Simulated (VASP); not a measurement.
# LiP2 (C2/m) in VASP: single point with PBEsol

Aim: the single point of LiP2 with PBEsol.

All numbers are computed with VASP 6.6.1; they aren't measurements. Logs are shortened: lines on timing, memory, paths and dates and some standing lists are left out, and cuts for length are marked.

## 1. The cell of the first run

Symmetry: C2/m, No. 12, monoclinic system. Conventional cell: a = 5.897 Å, b = 3.618 Å, c = 4.155 Å, α = 90.00°, β = 90.04°, γ = 90.00°. Within 2.9 Å of Li (site symmetry 2/m) lie 6 P at 2.19 to 2.44 Å. P (site symmetry m) has 3 Li at 2.19 to 2.44 Å and 3 P at 2.62 to 2.84 Å within 2.9 Å.

## 2. Single point, PBEsol

File INCAR:

```
ALGO = Normal
EDIFF = 1E-7
ENCUT = 520
GGA = PS
ISIF = 2
ISMEAR = 0
LASPH = T
LCHARG = F
LREAL = F
LWAVE = F
NBANDS = 14
NELM = 80
PREC = Accurate
SIGMA = 0.0689
```

File KPOINTS:

```
k-points
0
Gamma
  8 8 6
```

File POSCAR:

```
LiP2
1.0
    2.9483030000      1.8090510000      0.0000000000
    2.9483030000     -1.8090510000      0.0000000000
    0.0027540000      0.0000000000     -4.1554980000
Li P
1 2
Direct
    0.0000000000      0.0000000000      0.0000000000
    0.6893500000      0.6893500000      0.7116700000
    0.3106500000      0.3106500000      0.2883300000
```

Potentials or basis: VASP PAW PBE potentials, release 64 (Li_sv, P).

Started as:

```console
$ cat potpaw_PBE.64/Li_sv/POTCAR potpaw_PBE.64/P/POTCAR > POTCAR
$ mpirun -np 1 vasp_std > vasp.out
```

OUTCAR:

```text
EDIFF = 1E-7
   ENCUT = 520
   GGA = PS
   ISIF = 2
   ISMEAR = 0
   LASPH = T
   LREAL = F
   NELM = 80
   PREC = Accurate

 ion  position               nearest neighbor table
   1  0.000  0.000  0.000-   2 2.19   3 2.19   2 2.44   2 2.44   3 2.44   3 2.44
   2  0.689  0.689  0.712-   1 2.19   1 2.44   1 2.44   3 2.62   3 2.62   3 2.84
   3  0.311  0.311  0.288-   1 2.19   1 2.44   1 2.44   2 2.62   2 2.62   2 2.84

  LATTYP: Found a base centered monoclinic cell.
 ALAT       =     5.8966060000
 B/A-ratio  =     0.6135905977
 C/A-ratio  =     0.7047272469
 COS(beta)  =    -0.0006627363

  Lattice vectors:

 A1 = (  -2.9483030000,  -1.8090510000,   0.0000000000)
 A2 = (  -2.9483030000,   1.8090510000,   0.0000000000)
 A3 = (   0.0027540000,   0.0000000000,  -4.1554980000)

Analysis of symmetry for initial positions (statically):
=====================================================================
 Subroutine PRICEL returns:
 Original cell was already a primitive cell.

 Routine SETGRP: Setting up the symmetry group for a
 base centered monoclinic supercell.

 Subroutine GETGRP returns: Found  4 space group operations
 (whereof  4 operations were pure point group operations)
 out of a pool of  4 trial point group operations.

The static configuration has the point symmetry C_2h.

Analysis of symmetry for dynamics (positions and initial velocities):
=====================================================================
 Subroutine PRICEL returns:
 Original cell was already a primitive cell.

 Routine SETGRP: Setting up the symmetry group for a
 base centered monoclinic supercell.

 Subroutine GETGRP returns: Found  4 space group operations
 (whereof  4 operations were pure point group operations)
 out of a pool of  4 trial point group operations.

The dynamic configuration has the point symmetry C_2h.

 Subroutine INISYM returns: Found  4 space group operations
 (whereof  4 operations are pure point group operations),
 and found     1 'primitive' translations

----------------------------------------------------------------------------------------

                                     Primitive cell

  volume of cell :      44.3278

  direct lattice vectors                    reciprocal lattice vectors
     2.948303000  1.809051000  0.000000000     0.169589082  0.276388007  0.000112393
     2.948303000 -1.809051000  0.000000000     0.169589082 -0.276388007  0.000112393
     0.002754000  0.000000000 -4.155498000     0.000000000  0.000000000 -0.240645044

  length of vectors
     3.459068675  3.459068675  4.155498913     0.324269640  0.324269640  0.240645044

  position of ions in fractional coordinates (direct lattice)
     0.000000000  0.000000000  0.000000000
     0.689350000  0.689350000  0.711670000
     0.310650000  0.310650000  0.288330000

  ion indices of the primitive-cell ions
   primitive index   ion index
                 1           1
                 2           2
                 3           3

----------------------------------------------------------------------------------------

 KPOINTS: k-points

Automatic generation of k-mesh.
 Grid dimensions read from file:
 generate k-points for:    8    8    6

 Generating k-lattice:

  Cartesian coordinates                     Fractional coordinates (reciprocal lattice)
     0.021198635  0.034548501  0.000014049     0.125000000  0.000000000  0.000000000
     0.021198635 -0.034548501  0.000014049     0.000000000  0.125000000  0.000000000
     0.000000000  0.000000000 -0.040107507     0.000000000  0.000000000  0.166666667

  Length of vectors
     0.040533705  0.040533705  0.040107507

  Shift w.r.t. Gamma in fractional coordinates (k-lattice)
     0.000000000  0.000000000  0.000000000

 Subroutine IBZKPT returns following result:
 ===========================================

 Found    114 irreducible k-points:

 Following reciprocal coordinates:
            Coordinates               Weight
  0.000000  0.000000  0.000000      1.000000
  0.125000  0.000000  0.000000      4.000000
  0.250000  0.000000  0.000000      4.000000
  0.375000  0.000000  0.000000      4.000000
  0.500000  0.000000  0.000000      2.000000
  0.125000  0.125000  0.000000      2.000000
[... 16 lines left out ...]
  0.125000  0.000000  0.166667      4.000000
  0.250000  0.000000  0.166667      4.000000
 [... further k-points ...]
   k-points           NKPTS =    114   k-points in BZ     NKDIM =    114   number of bands    NBANDS=     14
   number of dos      NEDOS =    301   number of ions     NIONS =      3
   total plane-waves  NPLWV =  25088
   dimension x,y,z NGX =    28 NGY =   28 NGZ =   32
   dimension x,y,z NGXF=    56 NGYF=   56 NGZF=   64
   ions per type =               1   2
   NGX,Y,Z   is equivalent  to a cutoff of  13.46, 13.46, 12.80 a.u.
   NGXF,Y,Z  is equivalent  to a cutoff of  26.91, 26.91, 25.60 a.u.
 SYSTEM =  unknown system
   PREC   = accura    normal or accurate (medium, high low for compatibility)
   ISTART =      0    job   : 0-new  1-cont  2-samecut
   ICHARG =      2    charge: 1-file 2-atom 10-const
   ISPIN  =      1    spin polarized calculation?
   LNONCOLLINEAR =      F non collinear calculations
   LSORBIT =      F    spin-orbit coupling
   LASPH  =      T    aspherical Exc in radial PAW
   ENCUT  =  520.0 eV  38.22 Ry    6.18 a.u.   6.43  6.43  7.73*2*pi/ulx,y,z
   NELM   =     80;   NELMIN=  2; NELMDL= -5     # of ELM steps
   EDIFF  = 0.1E-06   stopping-criterion for ELM
   LREAL  =      F    real-space projection
   EDIFFG = 0.1E-05   stopping-criterion for IOM
   NSW    =      0    number of steps for IOM
   IBRION =     -1    ionic relax: 0-MD 1-quasi-New 2-CG
   NFREE  =      0    steps in history (QN), initial steepest desc. (CG)
   ISIF   =      2    stress and relaxation
   ISYM   =      2    0-nonsym 1-usesym 2-fastsym
   POTIM  = 0.5000    time-step for ionic-motion
   TEBEG  =    0.0;   TEEND  =   0.0 temperature during run
   PSTRESS=    0.0 pullay stress
   NELECT =      13.0000    total number of electrons
   NUPDOWN=      -1.0000    fix difference up-down
   EMIN   =  10.00;   EMAX   =-10.00  energy-range for DOS
   EFERMI =   0.00;   METHOD = LEGACY
   ISMEAR =     0;   SIGMA  =   0.07  broadening in eV -4-tet -1-fermi 0-gaus
   EFERMI_NEDOS =   21; number of points for ismear=-14 and -15
   IALGO  =     38    algorithm
   IMIX   =      4    mixing-type and parameters
     AMIX     =   0.40;   BMIX     =  1.00
     AMIX_MAG =   1.60;   BMIX_MAG =  1.00
  volume/ion in A,a.u.               =      14.78        99.71
  Fermi-wavevector in a.u.,A,eV,Ry     =   1.087670  2.055399 16.096056  1.183027
  Thomas-Fermi vector in A             =   2.223835
   LORBIT       =      0    0 simple, 1 ext, 2 COOP (PROOUT), +10 PAW based schemes
   GGA     = PS    functional components
   LHFCALC =     F    Hartree Fock is set to
   AEXX    =    0.0000 exact exchange contribution
   IVDW    =     0    specifies the selected vdW correction
   LEPSILON=     F    determine dielectric tensor
   LRPA    =     F    only Hartree local field effects (RPA)
 non-spin polarized calculation
 Gauss-broadening in eV      SIGMA  =   0.07
  energy-cutoff  :      520.00
  volume of cell :       44.33
 maximum number of plane-waves:      1220
 NGX is ok and might be reduce to    28
   NGX = 13   NGY = 13   NGZ = 15

 number of electron      12.9999993 magnetization

 Free energy of the ion-electron system (eV)
  ---------------------------------------------------
  ext. energy  EPLUGINS =         0.00000000
  ---------------------------------------------------
  free energy    TOTEN  =       -12.40800808 eV

  energy without entropy =      -12.40568051  energy(sigma->0) =      -12.40684430

 E-fermi :   5.9984     XC(G=0): -10.3380

 val. band max:        5.9903912354   @ k =   0.2500   0.0000   0.1667
 cond. band min:       6.0123241095   @ k =   0.3750   0.1250   0.3333
 fundamental gap:      0.0219328741
 Fermi energy:         5.9983548786

 k-point     1 :       0.0000    0.0000    0.0000
  band No.  band energies     occupation
      1     -38.5383      2.00000
      2      -7.1825      2.00000
      3      -1.1604      2.00000
      4       1.9150      2.00000
      5       4.9123      2.00000
      6       6.4122      0.00000
      7       7.0729      0.00000
      8       8.2184      0.00000
      9       9.2031      0.00000
     10      11.6829      0.00000
     11      13.2180      0.00000
     12      14.7154      0.00000
     13      15.4186      0.00000
     14      16.1911      0.00000

 k-point     2 :       0.1250    0.0000    0.0000
  band No.  band energies     occupation
      1     -38.5376      2.00000
      2      -6.9920      2.00000
      3      -1.1997      2.00000
      4       2.0641      2.00000
      5       4.0322      2.00000
      6       5.5131      2.00000
      7       7.2364      0.00000
      8       8.4566      0.00000
      9       9.8287      0.00000
     10      11.2136      0.00000
     11      12.7370      0.00000
     12      15.0720      0.00000
     13      15.2598      0.00000
     14      16.2482      0.00000

 k-point     3 :       0.2500    0.0000    0.0000
  band No.  band energies     occupation
      1     -38.5361      2.00000
      2      -6.4317      2.00000
      3      -1.5732      2.00000
      4       2.4624      2.00000
      5       2.9698      2.00000
      6       4.5690      2.00000
      7       6.6174      0.00000
      8       8.3907      0.00000
      9       8.8030      0.00000
     10      11.1548      0.00000
     11      13.5448      0.00000
     12      14.4809      0.00000
     13      15.2150      0.00000
     14      16.2890      0.00000
[... 324 lines left out ...]
 k-point    23 :       0.1250    0.0000    0.1667
  band No.  band energies     occupation
      1     -38.5376      2.00000
      2      -6.8230      2.00000
      3      -2.0356      2.00000
      4       2.7155      2.00000
      5       4.5937      2.00000
      6       5.5993      2.00000
      7       7.0817      0.00000
      8       8.1769      0.00000
      9       9.9475      0.00000
     10      11.0728      0.00000
     11      13.0145      0.00000
     12      13.4588      0.00000
     13      14.4198      0.00000
     14      16.3316      0.00000

 k-point    24 :       0.2500    0.0000    0.1667
  band No.  band energies     occupation
      1     -38.5360      2.00000
      2      -6.2705      2.00000
      3      -1.9759      2.00000
      4       1.6157      2.00000
      5       4.4066      2.00000
      6       4.7168      2.00000
      7       5.9904      1.12984
      8       8.2088      0.00000
      9       9.5503      0.00000
     10      11.2343      0.00000
     11      12.8381      0.00000
     12      14.1949      0.00000
     13      14.4905      0.00000
     14      17.0119      0.00000

 [... further k-points ...]
[... 5 lines left out ...]
  --------------------------------------------------------------------------------------
  -------------------------------------------------------------------------------------
  Total        3.0907353     -1.5998374     -2.2431630      0.0000000      0.0000000     -2.0938226
  in kB      111.7111189    -57.8243050    -81.0765799      0.0000000      0.0000000    -75.6788393
  external PRESSURE =      -9.0632553 kB  Pullay stress =       0.0000000 kB

 VOLUME and BASIS-vectors are now :
 -----------------------------------------------------------------------------
  energy-cutoff  :      520.00
  volume of cell :       44.33
      direct lattice vectors                 reciprocal lattice vectors
     2.948303000  1.809051000  0.000000000     0.169589082  0.276388007  0.000112393
     2.948303000 -1.809051000  0.000000000     0.169589082 -0.276388007  0.000112393
     0.002754000  0.000000000 -4.155498000     0.000000000  0.000000000 -0.240645044

 POSITION                                       TOTAL-FORCE (eV/Angst)
 -----------------------------------------------------------------------------------
      0.00000      0.00000      0.00000         0.000000      0.000000      0.000000
      4.06679      0.00000     -2.95734        -0.701638      0.000000      2.428504
      1.83257      0.00000     -1.19815         0.701638      0.000000     -2.428504
 -----------------------------------------------------------------------------------
    total drift:                                0.000000     -0.000000     -0.000000

  FREE ENERGIE OF THE ION-ELECTRON SYSTEM (eV)
  ---------------------------------------------------
  free  energy   TOTEN  =       -12.4080080763 eV

  energy  without entropy=      -12.4056805142  energy(sigma->0) =      -12.40684430
```

Wall time 39 s (1 thread of Intel Xeon Platinum 8559C (Emerald Rapids), shared host); peak memory 0.19 GiB.

What came out:

```yaml
Free_energy: -12.4080 eV
Largest_force: 2.528 eV/Å
```

Forces on the atoms (eV/Å):
```
Li   0.000  0.000  0.000
P   -0.702  0.000  2.429
P    0.702  0.000 -2.429
```

Caveat: the cutoff is under 1.25 times the usual one of these potentials, so pressure, stress and relaxed cells hold a basis-set (Pulay) error; the PAW data sets were made with another functional, which shifts forces and pressure a little.
